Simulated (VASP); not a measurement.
Write the native input for VASP 6.6.1 that does the following.

```
Task                   : single point
Functional             : RPBE
Dispersion             : D3(BJ)
Potentials or basis    : VASP PAW PBE potentials, release 64 (Al)
Cutoff                 : 520 eV
k mesh                 : 11 × 11 × 11
Occupations            : tetrahedron
Spin                   : no spin polarisation
Dipole correction      : no
Further INCAR settings : ALGO = Normal; EDIFF = 1e-06; NBANDS = 8
```

The structure of Al lies in POSCAR:

```
Al
1.0
    0.0000000000      2.0645171409      2.0645171409
    2.0645171409      0.0000000000      2.0645171409
    2.0645171409      2.0645171409      0.0000000000
Al
1
Direct
    0.0000000000      0.0000000000      0.0000000000
```

This cell differs from its parent crystal: volume scaled by 1.06.

The input as run:

INCAR

```
PREC = Accurate
ENCUT = 520
EDIFF = 1E-6
ISMEAR = -5
SIGMA = 0.05
LREAL = F
LASPH = T
NELM = 60
ALGO = Normal
ISIF = 2
LWAVE = F
LCHARG = F
GGA = RP
IVDW = 12
NBANDS = 8
```

KPOINTS

```
regular mesh
0
Gamma
  11 11 11
```

Potentials or basis: VASP PAW PBE potentials, release 64 (Al).

Launch:

```sh
$ cat potpaw_PBE.64/Al/POTCAR > POTCAR
$ mpirun -np 1 vasp_std > vasp.out
```

Results of the run:

```yaml
Pressure: -22.3 GPa
Dispersion_energy_per_atom: -1.640 eV
```

Caveat: the PAW data sets were made with another functional, which shifts forces and pressure a little; pairwise dispersion overbinds metals, which lowers pressure and volume; tetrahedron occupations give inexact forces and stress in metals.

Wall time 10 s on 1 thread of Intel(R) Xeon(R) Platinum 8375C CPU @ 2.90GHz (Ice Lake), on a shared host, peak memory 0.13 GiB.
